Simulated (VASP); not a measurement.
Wanted: the native input for a VASP 6.6.1 run.

* Task: single point
* Functional: PBEsol
* Potentials or basis: VASP PAW PBE potentials, release 64 (Si, Ge_d)
* Cutoff: 520 eV
* k mesh: 3 × 3 × 3
* Occupations: gaussian, width 0.01 eV
* Spin: no spin polarisation
* Dipole correction: no
* Further INCAR settings: LREAL = Auto; ALGO = Normal; EDIFF = 1e-07; NBANDS = 111

The structure of Si3Ge13 lies in POSCAR:

```
Si3Ge13
1.0
    0.0010817937      5.6223443528     -5.6224345120
    5.6234261464      5.6234261464      0.0000000000
    5.6233582562      0.0000678902     -5.6234484154
Si Ge
3 13
Direct
    0.5000014571      0.0000952164      0.4998081101
    0.5042366240      0.4985894496      0.4985844768
    0.8707128913      0.3763504306      0.3765862475
   -0.0014525411      0.0044829428      0.4984300410
   -0.0014525411      0.4985395573      0.4984300410
    0.4999055985      0.0000646623      0.0001421244
    0.4999055985      0.4998876147      0.0001421244
   -0.0000995970      0.0000064218      0.0000867535
   -0.0014948686      0.4984808730      0.0045331225
    0.3780204787      0.3719617869      0.3780311549
    0.3780204787      0.8719865795      0.3780311549
    0.8704521834      0.8764288827      0.3766900513
    0.3766141464      0.3764684767      0.8704489001
    0.3766827298      0.8764704512      0.8703763678
    0.8749736806      0.3751555738      0.8748396649
    0.8749736806      0.8750310807      0.8748396649
```

The input as run:

INCAR

```
SYSTEM = Si3Ge13
PREC = Accurate ; ENCUT = 520
EDIFF = 1E-7 ; ISMEAR = 0
SIGMA = 0.01 ; LREAL = Auto
LASPH = .TRUE. ; NELM = 60
ALGO = Normal ; ISIF = 2
LWAVE = .FALSE. ; LCHARG = .FALSE.
GGA = PS ; NBANDS = 111
```

KPOINTS

```
Automatic mesh
0
G
  3 3 3
  0 0 0
```

Potentials or basis: VASP PAW PBE potentials, release 64 (Si, Ge_d).

Launch:

```sh
$ cat potpaw_PBE.64/Si/POTCAR potpaw_PBE.64/Ge_d/POTCAR > POTCAR
$ mpirun -np 1 vasp_std > vasp.out
```

It gave:

| Item | Value |
| --- | --- |
| Pressure | -0.2 GPa |
| Largest force | 0.019 eV/Å |
| Band gap on the k mesh | 0.14 eV, direct |

Caveat: the PAW data sets were made with another functional, which shifts forces and pressure a little.

Run time: 11 min on 1 thread of Intel(R) Xeon(R) 6975P-C (Granite Rapids) (shared host), peak memory 0.6 GiB.
